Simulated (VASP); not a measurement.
Input of a VASP 6.6.1 run:

INCAR

```
ALGO     = Normal         # electronic algorithm
EDIFF    = 1E-8           # SCF threshold, eV
ENCUT    = 520            # plane-wave cutoff, eV
GGA      = PE             # functional
ISIF     = 2              # what is computed and relaxed
ISMEAR   = -1             # smearing method
LASPH    = True           # aspherical terms in the spheres
LCHARG   = False          # write CHGCAR
LEFG     = True         
LREAL    = False          # projectors in reciprocal space
LWAVE    = False          # write WAVECAR
NBANDS   = 51             # bands
NELM     = 80             # most SCF steps
PREC     = Accurate       # precision mode
SIGMA    = 0.05           # smearing width, eV
```

KPOINTS

```
k-points
0
Gamma
  6 6 6
```

Contents of POSCAR:

```
ZnPtC6N6
1.0
    0.0000000000      5.2610000000      5.2610000000
    5.2610000000      0.0000000000      5.2610000000
    5.2610000000      5.2610000000      0.0000000000
Zn Pt C N
1 1 6 6
Direct
    0.5000000000      0.5000000000      0.5000000000
    0.0000000000      0.0000000000      0.0000000000
    0.1929000000      0.1929000000      0.8071000000
    0.8071000000      0.8071000000      0.1929000000
    0.8071000000      0.1929000000      0.1929000000
    0.1929000000      0.8071000000      0.8071000000
    0.1929000000      0.8071000000      0.1929000000
    0.8071000000      0.1929000000      0.8071000000
    0.2957000000      0.2957000000      0.7043000000
    0.7043000000      0.7043000000      0.2957000000
    0.7043000000      0.2957000000      0.2957000000
    0.2957000000      0.7043000000      0.7043000000
    0.2957000000      0.7043000000      0.2957000000
    0.7043000000      0.2957000000      0.7043000000
```

Potentials or basis: VASP PAW PBE potentials, release 64 (Zn, Pt, C, N).

Launch:

```sh
$ cat potpaw_PBE.64/Zn/POTCAR potpaw_PBE.64/Pt/POTCAR potpaw_PBE.64/C/POTCAR potpaw_PBE.64/N/POTCAR > POTCAR
$ mpirun -np 1 vasp_std > vasp.out
```

Question: Predict the pressure.

Answer: 14.3 GPa.

Question: What does it give for the largest force?

Answer: 12.765 eV/Å.

Question: What does it give for the band gap on the k mesh?

Answer: 5.17 eV (least direct gap 5.30 eV).

Forces on the atoms (eV/Å):
```
Zn    0.000   0.000   0.000
Pt    0.000   0.000   0.000
C     0.000   0.000 -12.765
C     0.000   0.000  12.765
C   -12.765   0.000   0.000
C    12.765   0.000   0.000
C     0.000 -12.765   0.000
C     0.000  12.765   0.000
N     0.000   0.000  12.486
N     0.000   0.000 -12.486
N    12.486   0.000   0.000
N   -12.486   0.000   0.000
N     0.000  12.486   0.000
N     0.000 -12.486   0.000
```

Caveat: the cell stands under pressure; without QUAD_EFG the Cq values of the log hold for a quadrupole moment of 1 mb, not for the nuclei; spin-orbit coupling is left out, which moves the levels of the heavy elements; forces of over 1 eV/Å act on the atoms, so gaps and moduli don't describe the material at rest. A k mesh can miss the band edges.
